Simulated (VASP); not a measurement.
**Pt: single point with PBEsol**

Crystal: Pt.

```xyz
1
Lattice="0.0000 1.9592 1.9592 1.9592 0.0000 1.9592 1.9592 1.9592 0.0000" Properties=species:S:1:pos:R:3 pbc="T T T"
Pt    0.0000    0.0000    0.0000
```

* Program: VASP 6.6.1
* Task: single point
* Functional: PBEsol
* Potentials or basis: VASP PAW PBE potentials, release 64 (Pt)
* Cutoff: 520 eV
* k mesh: 11 × 11 × 11
* Occupations: fermi-dirac, width 0.1 eV
* Spin: no spin polarisation
* Dipole correction: no
* Further INCAR settings: ALGO = Normal; EDIFF = 1e-06; NBANDS = 11

```yaml
Pressure: -0.4 GPa
Band_gap_on_the_k_mesh: zero (band 5 reaches 11.54 eV, above the bottom of band 6 at 9.42 eV)
```

Levels at points of the mesh, in eV from the Fermi level:
```csv
k point,band 2,band 3,band 4,band 5,band 6,band 7,band 8,band 9
"(0.00, 0.00, 0.00)",-3.80,-3.80,-3.80,-1.62,-1.62,14.64,19.61,19.61
```

Wall time 4.2 s on 1 thread of Intel(R) Xeon(R) 6975P-C (Granite Rapids), with other jobs on the host, peak memory 0.14 GiB.

Caveat: the PAW data sets were made with another functional, which shifts forces and pressure a little; spin-orbit coupling is left out, which moves the levels of the heavy elements.
